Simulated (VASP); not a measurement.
ZrH2, 3 atoms in the cell. It takes space group Fm-3m (No. 225, cubic). Conventional cell: a = 4.882 Å, b = 4.882 Å, c = 4.882 Å, α = 90.00°, β = 90.00°, γ = 90.00°. Within 2.8 Å of Zr (site symmetry m-3m) lie 8 H at 2.11 Å. H (site symmetry -43m) has 4 Zr at 2.11 Å and 6 H at 2.44 Å within 2.8 Å. 

- Program: VASP 6.6.1
- Task: single point
- Functional: PBEsol
- Potentials or basis: VASP PAW PBE potentials, release 64 (Zr_sv, H)
- Cutoff: 520 eV
- k mesh: 10 × 10 × 10
- Occupations: fermi-dirac, width 0.1 eV
- Spin: no spin polarisation
- Dipole correction: no
- Further INCAR settings: ALGO = Normal; EDIFF = 1e-06; NBANDS = 14

Potentials or basis: VASP PAW PBE potentials, release 64 (Zr_sv, H).

The run is started by

```console
$ cat potpaw_PBE.64/Zr_sv/POTCAR potpaw_PBE.64/H/POTCAR > POTCAR
$ mpirun -np 1 vasp_std > vasp.out
```

Hardware: 1 thread of Intel(R) Xeon(R) 6975P-C (Granite Rapids), on a shared host.

Question: Estimate the wall time of this run.

Answer: Run time: 8.9 s on 1 thread of Intel(R) Xeon(R) 6975P-C (Granite Rapids), on a shared host, peak memory 0.16 GiB. Counts: scf iterations 12, k points 47.
